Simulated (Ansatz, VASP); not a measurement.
## VH6: VASP beside Ansatz

```
V H
1.0
     3.61872    0.00000    0.00000
     0.00000    3.61872    0.00000
     0.00000    0.00000    3.61872
V H
1 6
Direct
  0.00000 0.00000 0.00000
  0.50000 0.50000 0.11484
  0.50000 0.50000 0.88516
  0.11484 0.50000 0.50000
  0.88516 0.50000 0.50000
  0.50000 0.11484 0.50000
  0.50000 0.88516 0.50000
```

Change from the starting cell: species swapped into the PrB6 type (Pm-3m, No. 221).

Alike in both runs: task relaxation of cell and atoms; functional PBE; k mesh 6 × 6 × 6; occupations gaussian, width 0.1 eV; collinear spin.

|  | VASP | Ansatz |
| --- | --- | --- |
| version | VASP 6.6.1 | Ansatz 0.2.0 |
| potentials or method | VASP PAW PBE potentials, release 64 (V_sv, H), cutoff 600 eV | scalar-relativistic, plane waves, PAW |
| valence electrons in the cell | 19 | 19 |

|  | VASP | Ansatz | Ansatz less VASP |
| --- | --- | --- | --- |
| gap on the k mesh at the Fermi level, each at its own relaxed structure (eV) | none | none | - |
| net moment per atom (μB) | 0.59 | 0.63 | +0.040 |
| size of the moment on the site where the two differ most (μB) | 3.19 | 3.15 | -0.041 |
| relaxed volume (Å³/atom) | 6.77 | 7.31 | +0.541 |
| relaxed length of the cell vector where the two differ most in proportion (Å) | 3.618 | 3.712 | +0.0939 |

Site moments also hang on the region over which each program counts them. A gap of «none» marks a metal or a gap that the smearing closes. One of these differences is far larger than is usual between the two programs; its cause wasn't traced.
